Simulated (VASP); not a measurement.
Write the native input for VASP 6.6.1 that does the following.

```
Task                   : single point
Functional             : PBE
Potentials or basis    : VASP PAW PBE potentials, release 64 (Cu)
Cutoff                 : 520 eV
k mesh                 : 14 × 14 × 10
Occupations            : fermi-dirac, width 0.1 eV
Spin                   : no spin polarisation
Dipole correction      : no
Further INCAR settings : ALGO = Normal; EDIFF = 1e-07; NBANDS = 18
```

The structure of Cu lies in POSCAR:

```
Cu
1.0
    1.8147994276      1.8147994276      0.0000000000
   -1.8147994276      1.8147994276      0.0000000000
    0.0000000000      0.0000000000      3.6295988553
Cu
2
Direct
    0.0000000000      0.0000000000      0.0000000000
    0.5000000000      0.5000000000      0.5000000000
```

One way to write it, as run:

INCAR

```
PREC = Accurate
ENCUT = 520
EDIFF = 1E-7
ISMEAR = -1
SIGMA = 0.1
LREAL = False
LASPH = True
NELM = 80
ALGO = Normal
ISIF = 2
LWAVE = False
LCHARG = False
GGA = PE
NBANDS = 18
```

KPOINTS

```
regular mesh
0
Gamma
  14 14 10
```

Potentials or basis: VASP PAW PBE potentials, release 64 (Cu).

Command:

```sh
$ cat potpaw_PBE.64/Cu/POTCAR > POTCAR
$ mpirun -np 1 vasp_std > vasp.out
```

It gave:

The pressure is 0.6 GPa and the band gap on the k mesh is zero (band 11 reaches 13.59 eV, above the bottom of band 12 at 5.52 eV).

Wall time 35 s on 1 thread of Intel(R) Xeon(R) Platinum 8559C (Emerald Rapids), on a shared host, peak memory 0.18 GiB.
